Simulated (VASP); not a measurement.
# Sb (Fm-3m) in VASP: settings compared, part 2 of 3

VASP 6.6.1.

### 3 Single point, r2SCAN0

Contents of POSCAR:

```
Sb
1.0
    0.0000000000      2.3712425216      2.3712425216
    2.3712425216      0.0000000000      2.3712425216
    2.3712425216      2.3712425216      0.0000000000
Sb
1
Direct
    0.0000000000      0.0000000000      0.0000000000
```

Contents of INCAR.step1:

```
  PREC = Accurate
  ENCUT = 520
  EDIFF = 1E-5
  ISMEAR = -1
  SIGMA = 0.05
  LREAL = False
  LASPH = True
  NELM = 60
  ALGO = Normal
  ISIF = 2
  LWAVE = True
  LCHARG = False
  NBANDS = 8
  GGA = PE
```

Contents of INCAR.step2:

```
  PREC = Accurate
  ENCUT = 520
  EDIFF = 1E-6
  ISMEAR = -1
  SIGMA = 0.05
  LREAL = False
  LASPH = True
  NELM = 60
  ALGO = Normal
  ISIF = 2
  LWAVE = False
  LCHARG = False
  METAGGA = R2SCAN
  LHFCALC = True
  AEXX = 0.25
  LMIXTAU = True
  PRECFOCK = Normal
  NBANDS = 8
  ISTART = 1
```

Contents of KPOINTS:

```
regular mesh
0
Gamma
  5 5 5
```

Potentials or basis: VASP PAW PBE potentials, release 64 (Sb).

Command:

```bash
$ cat potpaw_PBE.64/Sb/POTCAR > POTCAR
$ cp INCAR.step1 INCAR
$ mpirun -np 1 vasp_std > vasp.out
$ cp INCAR.step2 INCAR
$ mpirun -np 1 vasp_std > vasp.out
```

OUTCAR:

```text
PREC = Accurate
   ENCUT = 520
   EDIFF = 1E-6
   ISMEAR = -1
   LREAL = False
   LASPH = True
   NELM = 60
   ISIF = 2
   METAGGA = R2SCAN
   LHFCALC = True
   AEXX = 0.25
   PRECFOCK = Normal
   ISTART = 1

 ion  position               nearest neighbor table
   1  0.000  0.000  0.000-

  LATTYP: Found a face centered cubic cell.
 ALAT       =     4.7424850432

  Lattice vectors:

 A1 = (   0.0000000000,   2.3712425216,   2.3712425216)
 A2 = (   2.3712425216,   0.0000000000,   2.3712425216)
 A3 = (   2.3712425216,   2.3712425216,   0.0000000000)

Analysis of symmetry for initial positions (statically):
=====================================================================
 Subroutine PRICEL returns:
 Original cell was already a primitive cell.

 Routine SETGRP: Setting up the symmetry group for a
 face centered cubic supercell.

 Subroutine GETGRP returns: Found 48 space group operations
 (whereof 48 operations were pure point group operations)
 out of a pool of 48 trial point group operations.

The static configuration has the point symmetry O_h .

Analysis of symmetry for dynamics (positions and initial velocities):
=====================================================================
 Subroutine PRICEL returns:
 Original cell was already a primitive cell.

 Routine SETGRP: Setting up the symmetry group for a
 face centered cubic supercell.

 Subroutine GETGRP returns: Found 48 space group operations
 (whereof 48 operations were pure point group operations)
 out of a pool of 48 trial point group operations.

The dynamic configuration has the point symmetry O_h .

[... 103 lines left out ...]
  Fermi-wavevector in a.u.,A,eV,Ry     =   0.937013  1.770697 11.945820  0.877993
  Thomas-Fermi vector in A             =   2.064081
   LORBIT       =      0    0 simple, 1 ext, 2 COOP (PROOUT), +10 PAW based schemes
   METAGGA = R2SCAN    functional components
   LHFCALC =     T    Hartree Fock is set to
   PRECFOCK=normal    Normal, Fast or Accurate (Low or Medium for compatibility)
   ENCUT4O =  -1.0   cutoff for four orbital integrals eV
   NKREDX  =     1    reduce k-point grid by
   NKREDY  =     1    reduce k-point grid by
   NKREDZ  =     1    reduce k-point grid by
   AEXX    =    0.2500 exact exchange contribution
   HFSCREEN=    0.0000 screening length (either q_TF or 0.3 A-1)
   HFSCREENC=   0.0000 screening length for correlation (either q_TF or 0.3 A-1)
   ENCUTFOCK=  -1.0 apply spherical cutoff to Coloumb kernel
   IVDW    =     0    specifies the selected vdW correction
   LEPSILON=     F    determine dielectric tensor
   LRPA    =     F    only Hartree local field effects (RPA)
 non-spin polarized calculation
  energy-cutoff  :      520.00
  volume of cell :       26.67
 maximum number of plane-waves:       728
 NGX is ok and might be reduce to    28
  NGX = 20; NGY = 20; NGZ = 20

 number of electron       5.0000000 magnetization

 Free energy of the ion-electron system (eV)
  ---------------------------------------------------
  ext. energy  EPLUGINS =         0.00000000
  ---------------------------------------------------
  free energy    TOTEN  =       -21.29256790 eV

  energy without entropy =      -21.28129668  energy(sigma->0) =      -21.28693229

 E-fermi :   8.1200     XC(G=0):  -8.5592

 val. band max:        8.0703968688   @ k =  -0.4000   0.4000   0.2000
 cond. band min:       8.8026813440   @ k =  -0.2000   0.2000   0.0000
 fundamental gap:      0.7322844751
 Fermi energy:         8.1200111312

 k-point     1 :       0.0000    0.0000    0.0000
  band No.  band energies     occupation
      1      -6.9489      2.00000
      2      15.2035      0.00000
      3      15.2035      0.00000
      4      15.2035      0.00000
      5      19.8544      0.00000
      6      19.8544      0.00000
      7      19.8544      0.00000
      8      20.5716      0.00000
[... 89 lines left out ...]
 k-point    10 :      -0.4000    0.4000    0.2000
  band No.  band energies     occupation
      1      -1.3310      2.00000
      2       4.1379      2.00000
      3       5.5373      2.00000
      4       8.0704      1.45908
      5      18.5066      0.00000
      6      19.2745      0.00000
      7      21.0709      0.00000
      8      25.1755      0.00000

------------------------ aborting loop because EDIFF is reached ----------------------------------------

  FORCE on cell =-STRESS in cart. coord.  units (eV):
  Direction    XX          YY          ZZ          XY          YZ          ZX
  --------------------------------------------------------------------------------------
  -------------------------------------------------------------------------------------
  Total       -0.2620489     -0.2620489     -0.2620489      0.0000000      0.0000000      0.0000000
  in kB      -15.7447251    -15.7447251    -15.7447251      0.0000000      0.0000000      0.0000000
  external PRESSURE =     -15.7447251 kB  Pullay stress =       0.0000000 kB

 VOLUME and BASIS-vectors are now :
 -----------------------------------------------------------------------------
  energy-cutoff  :      520.00
  volume of cell :       26.67
      direct lattice vectors                 reciprocal lattice vectors
     0.000000000  2.371242522  2.371242522    -0.210859916  0.210859916  0.210859916
     2.371242522  0.000000000  2.371242522     0.210859916 -0.210859916  0.210859916
     2.371242522  2.371242522  0.000000000     0.210859916  0.210859916 -0.210859916

 POSITION                                       TOTAL-FORCE (eV/Angst)
 -----------------------------------------------------------------------------------
      0.00000      0.00000      0.00000         0.000000     -0.000000      0.000000
 -----------------------------------------------------------------------------------
    total drift:                               -0.000000     -0.000000      0.000000

  FREE ENERGIE OF THE ION-ELECTRON SYSTEM (eV)
  ---------------------------------------------------
  free  energy   TOTEN  =       -21.2925679030 eV

  energy  without entropy=      -21.2812966844  energy(sigma->0) =      -21.28693229
```

OSZICAR.step1:

```text
N       E                     dE             d eps       ncg     rms          rms(c)
DAV:   1     0.627161061874E+01    0.62716E+01   -0.15440E+03   160   0.404E+02
DAV:   2    -0.366621308420E+01   -0.99378E+01   -0.98024E+01   232   0.570E+01
DAV:   3    -0.377708969071E+01   -0.11088E+00   -0.11071E+00   216   0.645E+00
DAV:   4    -0.377750616603E+01   -0.41648E-03   -0.41647E-03   224   0.473E-01
DAV:   5    -0.377750688504E+01   -0.71901E-06   -0.71833E-06   208   0.165E-02    0.172E+00
DAV:   6    -0.377387257089E+01    0.36343E-02   -0.20414E-03   224   0.236E-01    0.975E-01
DAV:   7    -0.377191690867E+01    0.19557E-02   -0.42870E-03   176   0.342E-01    0.552E-02
DAV:   8    -0.377192732709E+01   -0.10418E-04   -0.49252E-05   232   0.551E-02    0.492E-03
DAV:   9    -0.377192756464E+01   -0.23755E-06   -0.73104E-07   152   0.655E-03
   1 F= -.37719276E+01 E0= -.37649857E+01  d E =-.138837E-01
```

It took 94 s on 1 thread of Intel Xeon Platinum 8488C (Sapphire Rapids), shared host; peak memory 0.16 GiB.

Results:

| Quantity | Value |
| --- | --- |
| Free energy | -21.2926 eV |
| Pressure | -1.6 GPa |
| Band gap on the k mesh | zero (an odd number of electrons rules out a gap without spin polarisation) |

Levels at points of the mesh, in eV from the Fermi level:
| k point | band 1 | band 2 | band 3 | band 4 | band 5 |
| --- | --- | --- | --- | --- | --- |
| (0.00, 0.00, 0.00) | -15.07 | 7.08 | 7.08 | 7.08 | 11.73 |

Caveat: the k points lie up to 0.46 Å⁻¹ apart, too coarse for converged energies and pressures of a metal; the PAW data sets were made with another functional, which shifts forces and pressure a little; spin-orbit coupling is left out, which moves the levels of the heavy elements.

### 4 Single point, r2SCANh

POSCAR is that of step 3.

Contents of INCAR.step1:

```
SYSTEM = Sb
  PREC = Accurate
  ENCUT = 520
  EDIFF = 1E-5
  ISMEAR = -1
  SIGMA = 0.05
  LREAL = .FALSE.
  LASPH = .TRUE.
  NELM = 100
  ALGO = Normal
  ISIF = 2
  LWAVE = .TRUE.
  NBANDS = 8
  GGA = PE
```

Contents of INCAR.step2:

```
SYSTEM = Sb
  PREC = Accurate
  ENCUT = 520
  EDIFF = 1E-7
  ISMEAR = -1
  SIGMA = 0.05
  LREAL = .FALSE.
  LASPH = .TRUE.
  NELM = 100
  ALGO = Normal
  ISIF = 2
  LWAVE = .FALSE.
  LCHARG = .TRUE.
  METAGGA = R2SCAN
  LHFCALC = .TRUE.
  AEXX = 0.1
  LMIXTAU = .TRUE.
  PRECFOCK = Normal
  LELF = .TRUE.
  LVHAR = .TRUE.
  NBANDS = 8
  ISTART = 1
```

Contents of KPOINTS:

```
Automatic mesh
0
G
  5 5 5
  0 0 0
```

Potentials or basis: VASP PAW PBE potentials, release 64 (Sb).

Command:

```bash
$ cat potpaw_PBE.64/Sb/POTCAR > POTCAR
$ cp INCAR.step1 INCAR
$ mpirun -np 1 vasp_std > vasp.out
$ cp INCAR.step2 INCAR
$ mpirun -np 1 vasp_std > vasp.out
```

OUTCAR:

```text
SYSTEM = Sb
   PREC = Accurate
   ENCUT = 520
   EDIFF = 1E-7
   ISMEAR = -1
   LREAL = .FALSE.
   LASPH = .TRUE.
   NELM = 100
   ISIF = 2
   METAGGA = R2SCAN
   LHFCALC = .TRUE.
   AEXX = 0.1
   PRECFOCK = Normal
   ISTART = 1

 ion  position               nearest neighbor table
   1  0.000  0.000  0.000-

  LATTYP: Found a face centered cubic cell.
 ALAT       =     4.7424850432

  Lattice vectors:

 A1 = (   0.0000000000,   2.3712425216,   2.3712425216)
 A2 = (   2.3712425216,   0.0000000000,   2.3712425216)
 A3 = (   2.3712425216,   2.3712425216,   0.0000000000)

Analysis of symmetry for initial positions (statically):
=====================================================================
 Subroutine PRICEL returns:
 Original cell was already a primitive cell.

 Routine SETGRP: Setting up the symmetry group for a
 face centered cubic supercell.

 Subroutine GETGRP returns: Found 48 space group operations
 (whereof 48 operations were pure point group operations)
 out of a pool of 48 trial point group operations.

The static configuration has the point symmetry O_h .

Analysis of symmetry for dynamics (positions and initial velocities):
=====================================================================
 Subroutine PRICEL returns:
 Original cell was already a primitive cell.

 Routine SETGRP: Setting up the symmetry group for a
 face centered cubic supercell.

 Subroutine GETGRP returns: Found 48 space group operations
 (whereof 48 operations were pure point group operations)
 out of a pool of 48 trial point group operations.

The dynamic configuration has the point symmetry O_h .

 Subroutine INISYM returns: Found 48 space group operations
 (whereof 48 operations are pure point group operations),
 and found     1 'primitive' translations

----------------------------------------------------------------------------------------

                                     Primitive cell

  volume of cell :      26.6660

  direct lattice vectors                    reciprocal lattice vectors
     0.000000000  2.371242522  2.371242522    -0.210859916  0.210859916  0.210859916
     2.371242522  0.000000000  2.371242522     0.210859916 -0.210859916  0.210859916
     2.371242522  2.371242522  0.000000000     0.210859916  0.210859916 -0.210859916

  length of vectors
     3.353443334  3.353443334  3.353443334     0.365220089  0.365220089  0.365220089

  position of ions in fractional coordinates (direct lattice)
     0.000000000  0.000000000  0.000000000

  ion indices of the primitive-cell ions
   primitive index   ion index
                 1           1

----------------------------------------------------------------------------------------

 KPOINTS: Automatic mesh

Automatic generation of k-mesh.
 Grid dimensions read from file:
 generate k-points for:    5    5    5

 Generating k-lattice:

  Cartesian coordinates                     Fractional coordinates (reciprocal lattice)
    -0.042171983  0.042171983  0.042171983     0.200000000  0.000000000  0.000000000
     0.042171983 -0.042171983  0.042171983     0.000000000  0.200000000  0.000000000
[... 24 lines left out ...]
 -0.400000  0.400000  0.200000     24.000000
   k-points           NKPTS =     10   k-points in BZ     NKDIM =    125   number of bands    NBANDS=      8
   number of dos      NEDOS =    301   number of ions     NIONS =      1
   total plane-waves  NPLWV =  21952
   dimension x,y,z NGX =    28 NGY =   28 NGZ =   28
   dimension x,y,z NGXF=    56 NGYF=   56 NGZF=   56
   ions per type =               1
   NGX,Y,Z   is equivalent  to a cutoff of  13.88, 13.88, 13.88 a.u.
   NGXF,Y,Z  is equivalent  to a cutoff of  27.76, 27.76, 27.76 a.u.
 SYSTEM =  Sb
   PREC   = accura    normal or accurate (medium, high low for compatibility)
   ISTART =      1    job   : 0-new  1-cont  2-samecut
   ICHARG =      0    charge: 1-file 2-atom 10-const
   ISPIN  =      1    spin polarized calculation?
   LNONCOLLINEAR =      F non collinear calculations
   LSORBIT =      F    spin-orbit coupling
   LASPH  =      T    aspherical Exc in radial PAW
   ENCUT  =  520.0 eV  38.22 Ry    6.18 a.u.   6.24  6.24  6.24*2*pi/ulx,y,z
   NELM   =    100;   NELMIN=  2; NELMDL=  0     # of ELM steps
   EDIFF  = 0.1E-06   stopping-criterion for ELM
   LREAL  =      F    real-space projection
   EDIFFG = 0.1E-05   stopping-criterion for IOM
   NSW    =      0    number of steps for IOM
   IBRION =     -1    ionic relax: 0-MD 1-quasi-New 2-CG
   NFREE  =      0    steps in history (QN), initial steepest desc. (CG)
   ISIF   =      2    stress and relaxation
   ISYM   =      3    0-nonsym 1-usesym 2-fastsym
   POTIM  = 0.5000    time-step for ionic-motion
   TEBEG  =    0.0;   TEEND  =   0.0 temperature during run
   PSTRESS=    0.0 pullay stress
   NELECT =       5.0000    total number of electrons
   NUPDOWN=      -1.0000    fix difference up-down
   EMIN   =  10.00;   EMAX   =-10.00  energy-range for DOS
   EFERMI =   0.00;   METHOD = LEGACY
   ISMEAR =    -1;   SIGMA  =   0.05  broadening in eV -4-tet -1-fermi 0-gaus
   EFERMI_NEDOS =   21; number of points for ismear=-14 and -15
   IALGO  =     38    algorithm
   IMIX   =      1    mixing-type and parameters
     AMIX     =   0.40;   BMIX     =  1.00
     AMIX_MAG =   1.60;   BMIX_MAG =  1.00
  volume/ion in A,a.u.               =      26.67       179.95
  Fermi-wavevector in a.u.,A,eV,Ry     =   0.937013  1.770697 11.945820  0.877993
  Thomas-Fermi vector in A             =   2.064081
   LORBIT       =      0    0 simple, 1 ext, 2 COOP (PROOUT), +10 PAW based schemes
   METAGGA = R2SCAN    functional components
   LHFCALC =     T    Hartree Fock is set to
   PRECFOCK=normal    Normal, Fast or Accurate (Low or Medium for compatibility)
   ENCUT4O =  -1.0   cutoff for four orbital integrals eV
   NKREDX  =     1    reduce k-point grid by
   NKREDY  =     1    reduce k-point grid by
   NKREDZ  =     1    reduce k-point grid by
   AEXX    =    0.1000 exact exchange contribution
   HFSCREEN=    0.0000 screening length (either q_TF or 0.3 A-1)
   HFSCREENC=   0.0000 screening length for correlation (either q_TF or 0.3 A-1)
   ENCUTFOCK=  -1.0 apply spherical cutoff to Coloumb kernel
   IVDW    =     0    specifies the selected vdW correction
   LEPSILON=     F    determine dielectric tensor
   LRPA    =     F    only Hartree local field effects (RPA)
 non-spin polarized calculation
  energy-cutoff  :      520.00
  volume of cell :       26.67
 maximum number of plane-waves:       728
 NGX is ok and might be reduce to    28
  NGX = 20; NGY = 20; NGZ = 20

 number of electron       5.0000000 magnetization

 Free energy of the ion-electron system (eV)
  ---------------------------------------------------
  ext. energy  EPLUGINS =         0.00000000
  ---------------------------------------------------
  free energy    TOTEN  =       -23.58294885 eV

  energy without entropy =      -23.57132012  energy(sigma->0) =      -23.57713448

 E-fermi :   8.3066     XC(G=0):  -9.9578

 val. band max:        8.2563699892   @ k =  -0.4000   0.4000   0.2000
 cond. band min:       8.6718243225   @ k =  -0.2000   0.2000   0.0000
 fundamental gap:      0.4154543333
 Fermi energy:         8.3066209503

 k-point     1 :       0.0000    0.0000    0.0000
  band No.  band energies     occupation
      1      -5.8227      2.00000
      2      14.6737      0.00000
      3      14.6737      0.00000
      4      14.6737      0.00000
      5      19.3703      0.00000
      6      19.3703      0.00000
      7      19.3703      0.00000
      8      19.9987      0.00000
[... 89 lines left out ...]
 k-point    10 :      -0.4000    0.4000    0.2000
  band No.  band energies     occupation
      1      -0.5007      2.00000
      2       4.6875      2.00000
      3       5.9777      2.00000
      4       8.2564      1.46409
      5      18.0057      0.00000
      6      18.7671      0.00000
      7      20.5614      0.00000
      8      24.6285      0.00000

------------------------ aborting loop because EDIFF is reached ----------------------------------------

  FORCE on cell =-STRESS in cart. coord.  units (eV):
  Direction    XX          YY          ZZ          XY          YZ          ZX
  --------------------------------------------------------------------------------------
  -------------------------------------------------------------------------------------
  Total        0.0407775      0.0407775      0.0407775     -0.0000000     -0.0000000     -0.0000000
  in kB        2.4500431      2.4500431      2.4500431     -0.0000000     -0.0000000     -0.0000000
  external PRESSURE =       2.4500431 kB  Pullay stress =       0.0000000 kB

 VOLUME and BASIS-vectors are now :
 -----------------------------------------------------------------------------
  energy-cutoff  :      520.00
  volume of cell :       26.67
      direct lattice vectors                 reciprocal lattice vectors
     0.000000000  2.371242522  2.371242522    -0.210859916  0.210859916  0.210859916
     2.371242522  0.000000000  2.371242522     0.210859916 -0.210859916  0.210859916
     2.371242522  2.371242522  0.000000000     0.210859916  0.210859916 -0.210859916

 POSITION                                       TOTAL-FORCE (eV/Angst)
 -----------------------------------------------------------------------------------
      0.00000      0.00000      0.00000         0.000000      0.000000     -0.000000
 -----------------------------------------------------------------------------------
    total drift:                               -0.000000     -0.000000      0.000000

  FREE ENERGIE OF THE ION-ELECTRON SYSTEM (eV)
  ---------------------------------------------------
  free  energy   TOTEN  =       -23.5829488519 eV

  energy  without entropy=      -23.5713201157  energy(sigma->0) =      -23.57713448
```

Wall time 1.9 min (1 thread of Intel Xeon Platinum 8488C (Sapphire Rapids), shared host); peak memory 0.17 GiB.

What came out:

| Quantity | Value |
| --- | --- |
| Free energy | -23.5829 eV |
| Pressure | 0.2 GPa |
| Band gap on the k mesh | zero (an odd number of electrons rules out a gap without spin polarisation) |

Levels at points of the mesh, in eV from the Fermi level:
| k point | band 1 | band 2 | band 3 | band 4 | band 5 | band 6 | band 7 |
| --- | --- | --- | --- | --- | --- | --- | --- |
| (0.00, 0.00, 0.00) | -14.13 | 6.37 | 6.37 | 6.37 | 11.06 | 11.06 | 11.06 |

Caveat: the k points lie up to 0.46 Å⁻¹ apart, too coarse for converged energies and pressures of a metal; the PAW data sets were made with another functional, which shifts forces and pressure a little; spin-orbit coupling is left out, which moves the levels of the heavy elements.

(Part 2 of 3 ends here.)

The gap in the log of VASP goes by the Fermi energy; the results here count the filled bands.